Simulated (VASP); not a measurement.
Here is a VASP 6.6.1 calculation.

INCAR

```
PREC = Accurate ; ENCUT = 600
EDIFF = 1E-6 ; ISMEAR = 0
SIGMA = 0.1 ; LREAL = F
LASPH = T ; NELM = 120
ALGO = Normal ; ISIF = 2
LWAVE = F ; LCHARG = F
GGA = PS ; NBANDS = 16
GGA_COMPAT = F
```

KPOINTS

```
regular mesh
0
Gamma
  9 9 4
```

File POSCAR:

```
AlN
1.0
    3.3009012253      0.0000000000      0.0000000000
   -1.6504506127      2.8586643165      0.0000000000
    0.0000000000      0.0000000000      4.1421547432
Al N
2 2
Direct
    0.3333333333      0.6666666667      0.0000000000
    0.6666666667      0.3333333333      0.5000000000
    0.3333333333      0.6666666667      0.5000000000
    0.6666666667      0.3333333333      1.0000000000
```

Potentials or basis: VASP PAW PBE potentials, release 64 (Al, N).

Launch:

```bash
$ cat potpaw_PBE.64/Al/POTCAR potpaw_PBE.64/N/POTCAR > POTCAR
$ mpirun -np 1 vasp_std > vasp.out
```

Task: What does it give for the pressure?

Result: -0.1 GPa.

Task: What does it give for the band gap on the k mesh?

Result: 3.34 eV, direct.

Stress tensor (GPa, compression positive):
```
-0.10  0.00  0.00
 0.00 -0.10  0.00
 0.00  0.00 -0.22
```

Caveat: the PAW data sets were made with another functional, which shifts forces and pressure a little. PBEsol gaps usually lie below the measured ones, often by a third to a half.
